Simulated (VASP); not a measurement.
Here is a VASP 6.6.1 calculation.

The input INCAR:

```
SYSTEM = BaBe2Te3
ALGO = Normal ; EDIFF = 1E-6
ENCUT = 600 ; GGA = PS
GGA_COMPAT = .False. ; ISIF = 2
ISMEAR = -1 ; LASPH = .True.
LCHARG = .True. ; LELF = .True.
LREAL = .False. ; LVHAR = .True.
LWAVE = .False. ; NBANDS = 25
NELM = 120 ; PREC = Accurate
SIGMA = 0.03
```

File KPOINTS:

```
k-points
0
Gamma
  4 4 4
  0 0 0
```

POSCAR

```
BaBe2Te3
1.0
    2.4772691293     -8.1351436396      0.0000000000
    2.4772691293      8.1351436396      0.0000000000
    0.0000000000      0.0000000000      4.0515905609
Ba Be Te
1 2 3
Direct
    0.5000000000      0.5000000000      0.0000000000
    0.0000000000      0.5000000000      0.5000000000
    0.5000000000      0.0000000000      0.5000000000
    0.1705434603      0.8294565397      0.0000000000
    0.8294565397      0.1705434603      0.0000000000
    0.0000000000      0.0000000000      0.5000000000
```

Potentials or basis: VASP PAW PBE potentials, release 64 (Ba_sv, Be, Te).

Run with:

```console
$ cat potpaw_PBE.64/Ba_sv/POTCAR potpaw_PBE.64/Be/POTCAR potpaw_PBE.64/Te/POTCAR > POTCAR
$ mpirun -np 1 vasp_std > vasp.out
```

Q: Estimate the band gap on the k mesh.

A: Zero (bands 16 and 17 overlap by 0.38 eV).

Q: Predict the pressure.

A: 0.5 GPa.

Q: What does it give for the largest force?

A: 0.008 eV/Å.

Forces in eV/Å, atoms in the order of the input:
```
Ba   0.000  0.000  0.000
Be   0.000  0.000  0.000
Be   0.000  0.000  0.000
Te   0.000 -0.008  0.000
Te   0.000  0.008  0.000
Te   0.000  0.000  0.000
```

Caveat: the k points lie up to 0.39 Å⁻¹ apart; the PAW data sets were made with another functional, which shifts forces and pressure a little; spin-orbit coupling is left out, which moves the levels of the heavy elements.
